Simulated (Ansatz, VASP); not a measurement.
# PbO in VASP and in Ansatz

Contents of INCAR:

```
PREC = Accurate ; ENCUT = 520
EDIFF = 1E-6 ; ISMEAR = 0
SIGMA = 0.05 ; LREAL = False
LASPH = True ; NELM = 60
ALGO = Normal ; ISIF = 2
LWAVE = False ; LCHARG = False
GGA = PE ; NBANDS = 28
```

The input KPOINTS:

```
Automatic mesh
0
Gamma
  8 8 6
```

The input POSCAR:

```
PbO
1.0
    4.0568204757      0.0000000000      0.0000000000
    0.0000000000      4.0568204757      0.0000000000
    0.0000000000      0.0000000000      5.5970750290
Pb O
2 2
Direct
    0.5000000000      0.0000000000      0.2126163549
    0.0000000000      0.5295798152      0.7873836451
    0.0000000000      0.0000000000      0.0000000000
    0.5000000000      0.5000000000      0.0000000000
```

Input for Ansatz:

```yaml
crystal:
  lattice:
    - [4.0568204757, 0.0, 0.0]
    - [0.0, 4.0568204757, 0.0]
    - [0.0, 0.0, 5.597075029]
  atoms:
    - { symbol: Pb, position: [0.5, 0.0, 0.2126163549] }
    - { symbol: Pb, position: [0.0, 0.5295798152, 0.7873836451] }
    - { symbol: O, position: [0.0, 0.0, 0.0] }
    - { symbol: O, position: [0.5, 0.5, 0.0] }
basis:
  ecutwfc: 420
  ecutrho_ratio: 4
kpoints:
  mp_grid: { grid: [8, 8, 6] }
hamiltonian:
  xc: pbe
scf:
  occupations: { method: gaussian, width: 0.05 }
output:
  forces: true
  stress: true
  eigenvalues: true
  write_density: true
  write_potential: true
  elf: true
  volumetric_format: npy
```

Alike in both runs: task single point; functional PBE; k mesh 8 × 8 × 6; occupations gaussian, width 0.05 eV; no spin polarisation.

|  | VASP | Ansatz |
| --- | --- | --- |
| version | VASP 6.6.1 | Ansatz 0.2.0 |
| potentials or method | VASP PAW PBE potentials, release 64 (Pb_d, O), cutoff 520 eV | scalar-relativistic, plane waves, PAW |
| valence electrons in the cell | 40 | 40 |

|  | VASP | Ansatz | Ansatz less VASP |
| --- | --- | --- | --- |
| gap on the k mesh at the Fermi level (eV) | 1.81 | 1.81 | -0.004 |
| least direct gap on the mesh (eV) | 1.91 | 1.92 | +0.011 |
| pressure (GPa) | 0.3 | 0.3 | -0.06 |
| traceless stress, the component that is largest in VASP (GPa) | 1.26 | 1.22 | -0.036 |
| rms of the force components (eV/Å) | 0.186 | 0.178 | -0.0081 |

Atom by atom the forces differ by 0.017 eV/Å (rms over components). The functional is the same, so the differences come from potentials, cutoffs and numerics.

Spin-orbit coupling is off throughout.
